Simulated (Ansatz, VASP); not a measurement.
## Si2W3: VASP beside Ansatz

```xyz
10
Lattice="6.5824 0.0000 0.0000 0.0000 6.5824 0.0000 0.0000 0.0000 3.2749" Properties=species:S:1:pos:R:3 pbc="T T T"
Si    0.8590    4.1502    0.0000
Si    5.6763    2.3850    0.0000
Si    4.2445    5.7706    0.0000
Si    2.4794    0.9533    0.0000
W     3.2891    3.2823    0.0000
W    -0.0090   -0.0021    0.0000
W     4.3405    1.0493    1.6375
W     2.2360    5.5272    1.6375
W     1.0535    2.2403    1.6375
W     5.5315    4.3448    1.6375
```

Change from the starting cell: mode 27 (413.1 1/cm) frozen in, largest displacement -0.100 Å.

Alike in both runs: task single point; functional PBEsol; k mesh 6 × 6 × 12; occupations gaussian, width 0.15 eV; no spin polarisation.

|  | VASP | Ansatz |
| --- | --- | --- |
| version | VASP 6.6.1 | Ansatz 0.2.0 |
| potentials or method | VASP PAW PBE potentials, release 64 (Si, W_sv), cutoff 520 eV | scalar-relativistic, plane waves, PAW |
| valence electrons in the cell | 100 | 100 |

Ansatz gave:

* gap on the k mesh at the Fermi level (eV): none
* pressure (GPa): 0.6
* traceless stress, the component that is largest in VASP (GPa): 0.15
* rms of the force components (eV/Å): 0.575

Task: Estimate VASP's values.

Result: gap on the k mesh at the Fermi level (eV): none; pressure (GPa): 1.1; traceless stress, the component that is largest in VASP (GPa): 0.15; rms of the force components (eV/Å): 0.579.

VASP's potentials were made for PBE, not for PBEsol. Atom by atom the forces differ by 0.005 eV/Å (rms over components). A gap of «none» marks a metal or a gap that the smearing closes. The functional is the same, so the differences come from potentials, cutoffs and numerics.

Spin-orbit coupling is off throughout.
